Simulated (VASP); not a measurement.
Set up this calculation in VASP 6.6.1, as the native input.

| Quantity | Value |
| --- | --- |
| Task | single point |
| Functional | PBE |
| Potentials or basis | VASP PAW PBE potentials, release 64 (Zn, Ge_d, N) |
| Cutoff | 520 eV |
| k mesh | 4 × 4 × 2 |
| Occupations | gaussian, width 0.15 eV |
| Spin | no spin polarisation |
| Dipole correction | no |
| Further INCAR settings | ALGO = Normal; EDIFF = 1e-07; NBANDS = 33 |

The structure of ZnGe2N2 lies in POSCAR:

```
ZnGe2N2
1.0
    3.3360239996     -0.0000000026      0.0000000000
   -1.6680119976      2.8890815326      0.0000000000
    0.0000000000      0.0000000000      7.2692108776
Zn Ge N
1 2 2
Direct
    0.6666666667      0.3333333333      0.5000000000
    0.3333333333      0.6666666667      0.8089539710
    0.3333333333      0.6666666667      0.1910460290
    0.3333333333      0.6666666667      0.5000000000
    0.0000000000      0.0000000000      0.0000000000
```

One way to write it, as run:

INCAR

```
SYSTEM = ZnGe2N2
PREC = Accurate ; ENCUT = 520
EDIFF = 1E-7 ; ISMEAR = 0
SIGMA = 0.15 ; LREAL = .False.
LASPH = .True. ; NELM = 80
ALGO = Normal ; ISIF = 2
LWAVE = .False. ; LCHARG = .False.
GGA = PE ; NBANDS = 33
```

KPOINTS

```
regular mesh
0
Gamma
  4 4 2
  0 0 0
```

Potentials or basis: VASP PAW PBE potentials, release 64 (Zn, Ge_d, N).

Command:

```console
$ cat potpaw_PBE.64/Zn/POTCAR potpaw_PBE.64/Ge_d/POTCAR potpaw_PBE.64/N/POTCAR > POTCAR
$ mpirun -np 1 vasp_std > vasp.out
```

It gave:

```json
{"Pressure": "0.6 GPa", "Largest force": "0.040 eV/Å", "Band gap on the k mesh": "zero (band 25 reaches 5.47 eV, above the bottom of band 26 at 4.39 eV)"}
```

Caveat: the k points lie up to 0.54 Å⁻¹ apart.

It took 16 s on 1 thread of Intel(R) Xeon(R) 6975P-C (Granite Rapids), with other jobs on the host, peak memory 0.19 GiB.
